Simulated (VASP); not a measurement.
# MoSe3 (P4/mmm) in VASP: notebook

MoSe3 is run at these levels: PBE; tasks: single point.

Program: VASP 6.6.1. These are calculated values, not measurements. Logs are shortened: lines on timing, memory, paths and dates and some standing lists are left out, and cuts for length are marked.

### Step 1. The cell of the first run

Symmetry: P4/mmm, No. 123, tetragonal system. Conventional cell: a = 3.713 Å, b = 3.713 Å, c = 6.994 Å, α = 90.00°, β = 90.00°, γ = 90.00°. Mo (site symmetry 4/mmm) has 4 Se at 2.63 Å within 3.5 Å. Within 3.5 Å of Se (site symmetry mmm) lie 4 Se at 2.63 Å. Within 3.5 Å of Se (site symmetry 4/mmm) lie 4 Mo at 2.63 Å.

The cell was generated, and may not be a known phase.

### Step 2. Single point, PBE, collinear spin

Contents of INCAR:

```
SYSTEM = MoSe3
  PREC = Accurate
  ENCUT = 520
  EDIFF = 1E-6
  ISMEAR = 0
  SIGMA = 0.1
  LREAL = .FALSE.
  LASPH = .TRUE.
  NELM = 150
  ALGO = Normal
  ISIF = 2
  LWAVE = .FALSE.
  LCHARG = .FALSE.
  ISPIN = 2
  MAGMOM = 1 0 0 0
  LORBIT = 11
  LMAXMIX = 4
  GGA = PE
  NBANDS = 28
```

Contents of KPOINTS:

```
regular mesh
0
G
  4 4 4
  0 0 0
```

Contents of POSCAR:

```
MoSe3
1.0
    3.7128395154      0.0000000000      0.0000000000
    0.0000000000      3.7128395154      0.0000000000
    0.0000000000      0.0000000000      6.9936255022
Mo Se
1 3
Direct
    0.0000000000      0.0000000000      0.0000000000
    0.0000000000      0.5000000000      0.5000000000
    0.5000000000      0.0000000000      0.5000000000
    0.5000000000      0.5000000000      0.0000000000
```

Potentials or basis: VASP PAW PBE potentials, release 64 (Mo_sv, Se).

The run is started by

```sh
$ cat potpaw_PBE.64/Mo_sv/POTCAR potpaw_PBE.64/Se/POTCAR > POTCAR
$ mpirun -np 1 vasp_std > vasp.out
```

OUTCAR:

```text
SYSTEM = MoSe3
   PREC = Accurate
   ENCUT = 520
   EDIFF = 1E-6
   ISMEAR = 0
   LREAL = .FALSE.
   LASPH = .TRUE.
   NELM = 150
   ISIF = 2
   ISPIN = 2
   LORBIT = 11
   GGA = PE

 ion  position               nearest neighbor table
   1  0.000  0.000  0.000-   4 2.63   4 2.63   4 2.63   4 2.63
   2  0.000  0.500  0.500-   3 2.63   3 2.63   3 2.63   3 2.63
   3  0.500  0.000  0.500-   2 2.63   2 2.63   2 2.63   2 2.63
   4  0.500  0.500  0.000-   1 2.63   1 2.63   1 2.63   1 2.63

  LATTYP: Found a simple tetragonal cell.
 ALAT       =     3.7128395154
 C/A-ratio  =     1.8836325872

  Lattice vectors:

 A1 = (   3.7128395154,   0.0000000000,   0.0000000000)
 A2 = (   0.0000000000,   3.7128395154,   0.0000000000)
 A3 = (   0.0000000000,   0.0000000000,   6.9936255022)

Analysis of symmetry for initial positions (statically):
=====================================================================
 Subroutine PRICEL returns:
 Original cell was already a primitive cell.

 Routine SETGRP: Setting up the symmetry group for a
 simple tetragonal supercell.

 Subroutine GETGRP returns: Found 16 space group operations
 (whereof 16 operations were pure point group operations)
 out of a pool of 16 trial point group operations.

The static configuration has the point symmetry D_4h.

Analysis of symmetry for dynamics (positions and initial velocities):
=====================================================================
 Subroutine PRICEL returns:
 Original cell was already a primitive cell.

 Routine SETGRP: Setting up the symmetry group for a
 simple tetragonal supercell.

 Subroutine GETGRP returns: Found 16 space group operations
 (whereof 16 operations were pure point group operations)
 out of a pool of 16 trial point group operations.

The dynamic configuration has the point symmetry D_4h.

Analysis of structural, dynamic, and magnetic symmetry:
=====================================================================
 Subroutine PRICEL returns:
 Original cell was already a primitive cell.

 Routine SETGRP: Setting up the symmetry group for a
 simple tetragonal supercell.

 Subroutine GETGRP returns: Found 16 space group operations
 (whereof 16 operations were pure point group operations)
 out of a pool of 16 trial point group operations.

The overall configuration has the point symmetry D_4h.

 Subroutine INISYM returns: Found 16 space group operations
 (whereof 16 operations are pure point group operations),
 and found     1 'primitive' translations

----------------------------------------------------------------------------------------

                                     Primitive cell

  volume of cell :      96.4084

  direct lattice vectors                    reciprocal lattice vectors
     3.712839515  0.000000000  0.000000000     0.269335638  0.000000000  0.000000000
     0.000000000  3.712839515  0.000000000     0.000000000  0.269335638  0.000000000
     0.000000000  0.000000000  6.993625502     0.000000000  0.000000000  0.142987353

  length of vectors
     3.712839515  3.712839515  6.993625502     0.269335638  0.269335638  0.142987353

  position of ions in fractional coordinates (direct lattice)
     0.000000000  0.000000000  0.000000000
     0.000000000  0.500000000  0.500000000
     0.500000000  0.000000000  0.500000000
     0.500000000  0.500000000  0.000000000

  ion indices of the primitive-cell ions
   primitive index   ion index
                 1           1
                 2           2
                 3           3
                 4           4

----------------------------------------------------------------------------------------

 KPOINTS: regular mesh

Automatic generation of k-mesh.
 Grid dimensions read from file:
 generate k-points for:    4    4    4

 Generating k-lattice:

  Cartesian coordinates                     Fractional coordinates (reciprocal lattice)
     0.067333910  0.000000000  0.000000000     0.250000000  0.000000000  0.000000000
     0.000000000  0.067333910  0.000000000     0.000000000  0.250000000  0.000000000
     0.000000000  0.000000000  0.035746838     0.000000000  0.000000000  0.250000000

  Length of vectors
     0.067333910  0.067333910  0.035746838

  Shift w.r.t. Gamma in fractional coordinates (k-lattice)
     0.000000000  0.000000000  0.000000000

 Subroutine IBZKPT returns following result:
 ===========================================

 Found     18 irreducible k-points:

 Following reciprocal coordinates:
            Coordinates               Weight
  0.000000  0.000000  0.000000      1.000000
  0.250000  0.000000  0.000000      4.000000
  0.500000  0.000000  0.000000      2.000000
  0.250000  0.250000  0.000000      4.000000
  0.500000  0.250000  0.000000      4.000000
  0.500000  0.500000  0.000000      1.000000
[... 10 lines left out ...]
  0.500000  0.250000  0.500000      4.000000
  0.500000  0.500000  0.500000      1.000000
   k-points           NKPTS =     18   k-points in BZ     NKDIM =     18   number of bands    NBANDS=     28
   number of dos      NEDOS =    301   number of ions     NIONS =      4
   total plane-waves  NPLWV =  42336
   dimension x,y,z NGX =    28 NGY =   28 NGZ =   54
   dimension x,y,z NGXF=    56 NGYF=   56 NGZF=  108
   ions per type =               1   3
   NGX,Y,Z   is equivalent  to a cutoff of  12.54, 12.54, 12.84 a.u.
   NGXF,Y,Z  is equivalent  to a cutoff of  25.07, 25.07, 25.67 a.u.
 SYSTEM =  MoSe3
   PREC   = accura    normal or accurate (medium, high low for compatibility)
   ISTART =      0    job   : 0-new  1-cont  2-samecut
   ICHARG =      2    charge: 1-file 2-atom 10-const
   ISPIN  =      2    spin polarized calculation?
   LNONCOLLINEAR =      F non collinear calculations
   LSORBIT =      F    spin-orbit coupling
   LASPH  =      T    aspherical Exc in radial PAW
   ENCUT  =  520.0 eV  38.22 Ry    6.18 a.u.   6.90  6.90 13.00*2*pi/ulx,y,z
   NELM   =    150;   NELMIN=  2; NELMDL= -5     # of ELM steps
   EDIFF  = 0.1E-05   stopping-criterion for ELM
   LREAL  =      F    real-space projection
[... 7 lines left out ...]
   TEBEG  =    0.0;   TEEND  =   0.0 temperature during run
   PSTRESS=    0.0 pullay stress
   NELECT =      32.0000    total number of electrons
   NUPDOWN=      -1.0000    fix difference up-down
   EMIN   =  10.00;   EMAX   =-10.00  energy-range for DOS
   EFERMI =   0.00;   METHOD = LEGACY
   ISMEAR =     0;   SIGMA  =   0.10  broadening in eV -4-tet -1-fermi 0-gaus
   EFERMI_NEDOS =   21; number of points for ismear=-14 and -15
   IALGO  =     38    algorithm
   IMIX   =      4    mixing-type and parameters
     AMIX     =   0.40;   BMIX     =  1.00
     AMIX_MAG =   1.60;   BMIX_MAG =  1.00
  volume/ion in A,a.u.               =      24.10       162.65
  Fermi-wavevector in a.u.,A,eV,Ry     =   1.133496  2.141996 17.480938  1.284813
  Thomas-Fermi vector in A             =   2.270199
   LORBIT       =     11    0 simple, 1 ext, 2 COOP (PROOUT), +10 PAW based schemes
   GGA     = PE    functional components
   LHFCALC =     F    Hartree Fock is set to
   AEXX    =    0.0000 exact exchange contribution
   IVDW    =     0    specifies the selected vdW correction
   LEPSILON=     F    determine dielectric tensor
   LRPA    =     F    only Hartree local field effects (RPA)
 spin polarized calculation
 Gauss-broadening in eV      SIGMA  =   0.10
  energy-cutoff  :      520.00
  volume of cell :       96.41
 maximum number of plane-waves:      2620
 NGX is ok and might be reduce to    28
   NGX = 13   NGY = 13   NGZ = 27

 number of electron      32.0000000 magnetization       3.1447093

 Free energy of the ion-electron system (eV)
  ---------------------------------------------------
  ext. energy  EPLUGINS =         0.00000000
  ---------------------------------------------------
  free energy    TOTEN  =       -19.26815607 eV

  energy without entropy =      -19.25058507  energy(sigma->0) =      -19.25937057

 E-fermi :   4.7446     XC(G=0):  -9.7816

 val. band max:        4.7437642603   @ k =   0.2500   0.2500   0.5000
 cond. band min:       4.7585595385   @ k =   0.2500   0.2500   0.2500
 fundamental gap:      0.0147952782
 Fermi energy:         4.7446069247

 spin component 1

 k-point     1 :       0.0000    0.0000    0.0000
  band No.  band energies     occupation
      1     -57.2343      1.00000
      2     -31.4595      1.00000
      3     -31.3931      1.00000
      4     -31.3931      1.00000
      5     -11.0558      1.00000
      6      -9.2256      1.00000
[... 20 lines left out ...]
     27      13.3051      0.00000
     28      14.2615      0.00000

 k-point     2 :       0.2500    0.0000    0.0000
  band No.  band energies     occupation
      1     -57.2332      1.00000
      2     -31.4576      1.00000
      3     -31.4194      1.00000
      4     -31.3891      1.00000
      5     -10.4725      1.00000
      6      -8.8331      1.00000
[... 20 lines left out ...]
     27      13.6909      0.00000
     28      14.4035      0.00000

 k-point     3 :       0.5000    0.0000    0.0000
  band No.  band energies     occupation
      1     -57.2321      1.00000
      2     -31.4558      1.00000
      3     -31.4455      1.00000
      4     -31.3851      1.00000
      5      -8.8409      1.00000
      6      -8.7790      1.00000
[... 429 lines left out ...]
      2     -31.4541      1.00000
      3     -31.4406      1.00000
      4     -31.4105      1.00000
      5      -8.4871      1.00000
      6      -8.4161      1.00000
[... 20 lines left out ...]
     27      13.2165      0.00000
     28      14.9637      0.00000

 k-point    18 :       0.5000    0.5000    0.5000
  band No.  band energies     occupation
      1     -57.2297      1.00000
      2     -31.4525      1.00000
      3     -31.4357      1.00000
      4     -31.4357      1.00000
      5      -8.5832      1.00000
      6      -7.9581      1.00000
[... 20 lines left out ...]
     27      12.5901      0.00000
     28      15.6684      0.00000
 Fermi energy:         4.7446069247

 spin component 2

 k-point     1 :       0.0000    0.0000    0.0000
  band No.  band energies     occupation
      1     -55.4217      1.00000
      2     -29.5264      1.00000
      3     -29.5264      1.00000
      4     -29.1653      1.00000
      5     -11.0893      1.00000
      6      -9.1703      1.00000
[... 20 lines left out ...]
     27      13.4524      0.00000
     28      14.2292      0.00000

 k-point     2 :       0.2500    0.0000    0.0000
  band No.  band energies     occupation
      1     -55.4206      1.00000
      2     -29.5552      1.00000
      3     -29.5217      1.00000
      4     -29.1633      1.00000
      5     -10.5066      1.00000
      6      -8.8078      1.00000
[... 20 lines left out ...]
     27      13.8284      0.00000
     28      14.5010      0.00000

 k-point     3 :       0.5000    0.0000    0.0000
  band No.  band energies     occupation
      1     -55.4194      1.00000
      2     -29.5839      1.00000
      3     -29.5171      1.00000
      4     -29.1613      1.00000
      5      -8.8743      1.00000
      6      -8.8152      1.00000
[... 430 lines left out ...]
      3     -29.5444      1.00000
      4     -29.1595      1.00000
      5      -8.4900      1.00000
      6      -8.4543      1.00000
[... 20 lines left out ...]
     27      13.7350      0.00000
     28      15.8356      0.00000

 k-point    18 :       0.5000    0.5000    0.5000
  band No.  band energies     occupation
      1     -55.4170      1.00000
      2     -29.5715      1.00000
      3     -29.5715      1.00000
      4     -29.1577      1.00000
      5      -8.5707      1.00000
      6      -7.9976      1.00000
[... 20 lines left out ...]
     27      13.1635      0.00000
     28      16.3026      0.00000

------------------------ aborting loop because EDIFF is reached ----------------------------------------

  FORCE on cell =-STRESS in cart. coord.  units (eV):
  Direction    XX          YY          ZZ          XY          YZ          ZX
  --------------------------------------------------------------------------------------
  -------------------------------------------------------------------------------------
  Total        0.2803833      0.2803833      0.0477368      0.0000000     -0.0000000      0.0000000
  in kB        4.6595926      4.6595926      0.7933207      0.0000000     -0.0000000      0.0000000
  external PRESSURE =       3.3708353 kB  Pullay stress =       0.0000000 kB

 VOLUME and BASIS-vectors are now :
 -----------------------------------------------------------------------------
  energy-cutoff  :      520.00
  volume of cell :       96.41
      direct lattice vectors                 reciprocal lattice vectors
     3.712839515  0.000000000  0.000000000     0.269335638  0.000000000  0.000000000
     0.000000000  3.712839515  0.000000000     0.000000000  0.269335638  0.000000000
     0.000000000  0.000000000  6.993625502     0.000000000  0.000000000  0.142987353

 POSITION                                       TOTAL-FORCE (eV/Angst)
 -----------------------------------------------------------------------------------
      0.00000      0.00000      0.00000         0.000000      0.000000      0.000000
      0.00000      1.85642      3.49681         0.000000      0.000000      0.000000
      1.85642      0.00000      3.49681         0.000000      0.000000      0.000000
      1.85642      1.85642      0.00000         0.000000      0.000000      0.000000
 -----------------------------------------------------------------------------------
    total drift:                               -0.000000      0.000000     -0.000000

  FREE ENERGIE OF THE ION-ELECTRON SYSTEM (eV)
  ---------------------------------------------------
  free  energy   TOTEN  =       -19.2681560744 eV

  energy  without entropy=      -19.2505850719  energy(sigma->0) =      -19.25937057

 total charge

# of ion       s       p       d       tot
------------------------------------------
    1        2.198   6.062   3.864  12.124
    2        1.524   2.134   0.058   3.717
    3        1.524   2.134   0.058   3.717
    4        1.434   2.399   0.047   3.880
--------------------------------------------------
tot          6.680  12.729   4.028  23.437

 magnetization (x)

# of ion       s       p       d       tot
------------------------------------------
    1        0.062   0.021   2.698   2.781
    2       -0.002  -0.028  -0.000  -0.030
    3       -0.002  -0.028  -0.000  -0.030
    4       -0.004  -0.058   0.017  -0.045
--------------------------------------------------
tot          0.054  -0.093   2.715   2.676
```

Wall time 3.9 min (1 thread of Intel Xeon 8259CL, shared host); peak memory 0.26 GiB.

What came out:

```
Free energy                                           : -19.2682 eV
Pressure                                              : 0.3 GPa
Net moment                                            : 3.14 μB per cell
Site moments                                          : Mo +2.78; Se -0.03, -0.04 (each value once) μB
Valence electrons inside the program's atomic spheres : Mo 12.12; Se 3.72, 3.88 (each value once)
```

Stress tensor (GPa, compression positive):
```
0.47 0.00 0.00
0.00 0.47 0.00
0.00 0.00 0.08
```

Caveat: the k points lie up to 0.42 Å⁻¹ apart.

(Part 1 of 2 ends here.)
